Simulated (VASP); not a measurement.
Write the native input for VASP 6.6.1 that does the following.

* Task: relaxation of cell and atoms
* Functional: PBE
* Potentials or basis: VASP PAW PBE potentials, release 64 (W_sv)
* Cutoff: 600 eV
* k mesh: 10 × 10 × 10
* Occupations: gaussian, width 0.15 eV
* Spin: no spin polarisation
* Dipole correction: no
* Further INCAR settings: ALGO = Fast; EDIFF = 1e-06; IBRION = 2; EDIFFG = -0.01; NSW = 100; ISIF = 3

The structure of W lies in POSCAR:

```
W
1.0
    0.0000000000     -3.1835586448      0.0000000000
   -3.1835586448      0.0000000000      0.0000000000
    0.0000000000      0.0000000000     -3.1835586448
W
2
Direct
    0.4697606707      0.6319098296      0.5218912903
    0.0302393293     -0.1319098296     -0.0218912903
```

These files were run (other wordings do the same):

INCAR

```
SYSTEM = W
PREC = Accurate
ENCUT = 600
EDIFF = 1E-6
ISMEAR = 0
SIGMA = 0.15
LREAL = .FALSE.
LASPH = .TRUE.
NELM = 80
ALGO = Fast
ISIF = 3
LWAVE = .FALSE.
LCHARG = .FALSE.
GGA = PE
IBRION = 2
NSW = 100
EDIFFG = -0.01
```

KPOINTS

```
Automatic mesh
0
G
  10 10 10
  0 0 0
```

Potentials or basis: VASP PAW PBE potentials, release 64 (W_sv).

Command:

```console
$ cat potpaw_PBE.64/W_sv/POTCAR > POTCAR
$ mpirun -np 1 vasp_std > vasp.out
```

Results of the run:

```yaml
Relaxed_volume: 16.17 Å³/atom
Relaxed_cell: a = 3.186 Å, b = 3.186 Å, c = 3.186 Å, α = 90.00°, β = 90.00°, γ = 90.00°
Space_group_after_relaxing_to_0.1_Å: Im-3m (No. 229)
Pressure_after_relaxing: 0.0 GPa
Band_gap_on_the_k_mesh: zero (bands 14 and 15 overlap by 1.14 eV)
```

Caveat: spin-orbit coupling is left out, which moves the levels of the heavy elements.

It took 74 min on 1 thread of Intel(R) Xeon(R) Platinum 8488C (Sapphire Rapids), on a shared host, peak memory 0.47 GiB.
